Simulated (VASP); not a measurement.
SnS2 (Berndtite-2T):

```
Sn S
1.0
     3.63900    0.00000    0.00000
    -1.81950    3.15147    0.00000
     0.00000    0.00000    5.86800
Sn S
1 2
Direct
  0.00000 0.00000 0.00000
  0.33333 0.66667 0.25000
  0.66667 0.33333 0.75000
```

```yaml
Program: VASP 6.6.1
Task: relaxation of cell and atoms
Functional: PBE
Dispersion: D3(BJ)
Potentials_or_basis: VASP PAW PBE potentials, release 64 (Sn_d, S)
Cutoff: 500 eV
k_mesh: 6 × 6 × 4
Occupations: fermi-dirac, width 0.1 eV
Spin: no spin polarisation
```

At the start: pressure 1.7 GPa; volume 22.43 Å³/atom.

Problem. How do energy, volume and symmetry change on relaxing?

Solution. Over 9 steps the energy falls by 3.2 meV/atom and the volume is 22.52 Å³/atom (+0.4 %); space group P-3m1 (No. 164, to 0.05 Å).

Step by step:
```tsv
step	energy change (eV)	largest force (eV/Å)	pressure (GPa)	volume (Å³)
1	0.0000	0.2482	1.70	67.30
2	-0.0013	0.1874	-1.54	69.64
3	-0.0079	0.0145	-0.05	68.50
4	-0.0082	0.0265	-0.06	68.46
5	-0.0085	0.0534	-0.07	68.38
6	-0.0088	0.0455	-0.07	68.26
7	-0.0094	0.0221	-0.04	67.89
8	-0.0094	0.0255	0.03	67.15
9	-0.0096	0.0008	-0.01	67.55
```

Final structure:
```
Sn S
1.0
     3.66911    0.00000    0.00000
    -1.83455    3.17754    0.00000
     0.00000    0.00000    5.79370
Sn S
1 2
Direct
  0.00000 0.00000 0.00000
  0.33333 0.66667 0.25490
  0.66667 0.33333 0.74510
```
